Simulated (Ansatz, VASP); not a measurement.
**One calculation of Ta3GaC3, two programs**

File INCAR:

```
  ALGO = Normal
  EDIFF = 1E-6
  EDIFFG = -0.01
  ENCUT = 600
  GGA = PE
  IBRION = 2
  ISIF = 3
  ISMEAR = 0
  LASPH = T
  LCHARG = F
  LREAL = F
  LWAVE = F
  NELM = 100
  NSW = 100
  PREC = Accurate
  SIGMA = 0.1
```

File KPOINTS:

```
k-points
0
Gamma
  8 8 8
```

File POSCAR:

```
Ta3GaC3
1.0
    4.4351769562      0.0000000000      0.0000000000
    0.0000000000      4.4351769562      0.0000000000
    0.0000000000      0.0000000000      4.4351769562
Ta Ga C
3 1 3
Direct
    0.0000000000      0.5000000000      0.5000000000
    0.5000000000      0.0000000000      0.5000000000
    0.5000000000      0.5000000000      0.0000000000
    0.0000000000      0.0000000000      0.0000000000
    0.5000000000      0.0000000000      0.0000000000
    0.0000000000      0.5000000000      0.0000000000
    0.0000000000      0.0000000000      0.5000000000
```

Input for Ansatz:

```yaml
crystal:
  lattice:
    - [4.4351769562, 0.0, 0.0]
    - [0.0, 4.4351769562, 0.0]
    - [0.0, 0.0, 4.4351769562]
  atoms:
    - { symbol: Ta, position: [0.0, 0.5, 0.5] }
    - { symbol: Ta, position: [0.5, 0.0, 0.5] }
    - { symbol: Ta, position: [0.5, 0.5, 0.0] }
    - { symbol: Ga, position: [0.0, 0.0, 0.0] }
    - { symbol: C, position: [0.5, 0.0, 0.0] }
    - { symbol: C, position: [0.0, 0.5, 0.0] }
    - { symbol: C, position: [0.0, 0.0, 0.5] }
basis:
  ecutwfc: 420
kpoints:
  mp_grid: { grid: [8, 8, 8] }
hamiltonian:
  xc: pbe
scf:
  occupations: { method: gaussian, width: 0.1 }
output:
  forces: true
  stress: true
  eigenvalues: true
relax:
  adjacent_minimum: "off"
  f_tol: 0.01
  max_steps: 80
  cell: { stress_tol: 0.05 }
```

Alike in both runs: task relaxation of cell and atoms; functional PBE; k mesh 8 × 8 × 8; occupations gaussian, width 0.1 eV; no spin polarisation.

```csv
,VASP,Ansatz
version,VASP 6.6.1,Ansatz 0.2.0
potentials or method,"VASP PAW PBE potentials, release 64 (Ta_pv, Ga_d, C), cutoff 600 eV","scalar-relativistic, plane waves, PAW"
valence electrons in the cell,58,64
```

Ansatz gave:

| Item | Value |
| --- | --- |
| gap on the k mesh at the Fermi level, each at its own relaxed structure (eV) | none |
| relaxed volume (Å³/atom) | 12.45 |
| relaxed cell length with the largest relative difference (Å) | 4.434 |

Which values does VASP return?

gap on the k mesh at the Fermi level, each at its own relaxed structure (eV): none; relaxed volume (Å³/atom): 12.47; relaxed cell length with the largest relative difference (Å): 4.436.

A gap of «none» marks a metal or a gap that the smearing closes. VASP's potentials hold 58 valence electrons a cell and Ansatz's 64, so a difference there can come from the potentials and not from the codes.

Spin-orbit coupling is off throughout.
